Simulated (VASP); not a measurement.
Wanted: the native input for a VASP 6.6.1 run.

* Task: relaxation of shape and atoms at fixed volume
* Functional: r2SCAN
* Dispersion: D3(BJ)
* Potentials or basis: VASP PAW PBE potentials, release 64 (W_sv, Se)
* Cutoff: 600 eV
* k mesh: 9 × 9 × 2
* Occupations: gaussian, width 0.02 eV
* Spin: no spin polarisation
* Dipole correction: no
* Further INCAR settings: ALGO = Normal; EDIFF = 1e-06; IBRION = 2; EDIFFG = -0.01; NSW = 50; ISIF = 4

The system is WSe2.

```
W Se
1.0
     3.22698    0.00000    0.00000
    -1.61349    2.79464    0.00000
     0.00000    0.00000   12.42922
W Se
2 4
Cartesian
  0.0000 1.8631 3.1073
  1.6135 0.9315 9.3219
  0.0000 1.8631 7.6722
  1.6135 0.9315 1.4576
  0.0000 1.8631 10.9716
  1.6135 0.9315 4.7570
```

This cell differs from its parent crystal: volume scaled by 0.91.

One way to write it, as run:

POSCAR

```
WSe2
1.0
    3.2269780093      0.0000000000      0.0000000000
   -1.6134890046      2.7946449335      0.0000000000
    0.0000000000      0.0000000000     12.4292208070
W Se
2 4
Direct
    0.3333333333      0.6666666667      0.2500000000
    0.6666666667      0.3333333333      0.7500000000
    0.3333333333      0.6666666667      0.6172726897
    0.6666666667      0.3333333333      0.1172726897
    0.3333333333      0.6666666667      0.8827273103
    0.6666666667      0.3333333333      0.3827273103
```

INCAR.step1

```
SYSTEM = WSe2
  ALGO = Normal
  EDIFF = 1E-4
  ENCUT = 600
  GGA = PE
  ISMEAR = 0
  LASPH = .True.
  LCHARG = .False.
  LREAL = .False.
  LWAVE = .True.
  NELM = 100
  PREC = Accurate
  SIGMA = 0.02
```

INCAR.step2

```
SYSTEM = WSe2
  ALGO = Normal
  EDIFF = 1E-6
  EDIFFG = -0.01
  ENCUT = 600
  IBRION = 2
  ISIF = 4
  ISMEAR = 0
  ISTART = 1
  IVDW = 12
  LASPH = .True.
  LCHARG = .False.
  LMIXTAU = .True.
  LREAL = .False.
  LWAVE = .False.
  METAGGA = R2SCAN
  NELM = 100
  NSW = 50
  PREC = Accurate
  SIGMA = 0.02
  VDW_A1 = 0.49484001
  VDW_A2 = 5.73083694
  VDW_S6 = 1.0
  VDW_S8 = 0.78981345
```

KPOINTS

```
k-points
0
Gamma
  9 9 2
  0 0 0
```

Potentials or basis: VASP PAW PBE potentials, release 64 (W_sv, Se).

Launch:

```console
$ cat potpaw_PBE.64/W_sv/POTCAR potpaw_PBE.64/Se/POTCAR > POTCAR
$ cp INCAR.step1 INCAR
$ mpirun -np 1 vasp_std > vasp.out
$ cp INCAR.step2 INCAR
$ mpirun -np 1 vasp_std > vasp.out
```

It gave:

* Energy gained by relaxing: 6.8 meV/atom
* Ionic steps: 5
* Pressure after relaxing: 6.5 GPa
* Largest force after relaxing: 0.005 eV/Å
* Band gap on the k mesh: 0.94 eV, indirect (least direct gap 1.75 eV)
* Dispersion energy per atom: -0.240 eV

Caveat: the PAW data sets were made with another functional, which shifts forces and pressure a little; spin-orbit coupling is left out, which moves the levels of the heavy elements.

It took 12 min on 1 thread of Intel(R) Xeon(R) 6975P-C (Granite Rapids), on a shared host, peak memory 0.35 GiB.
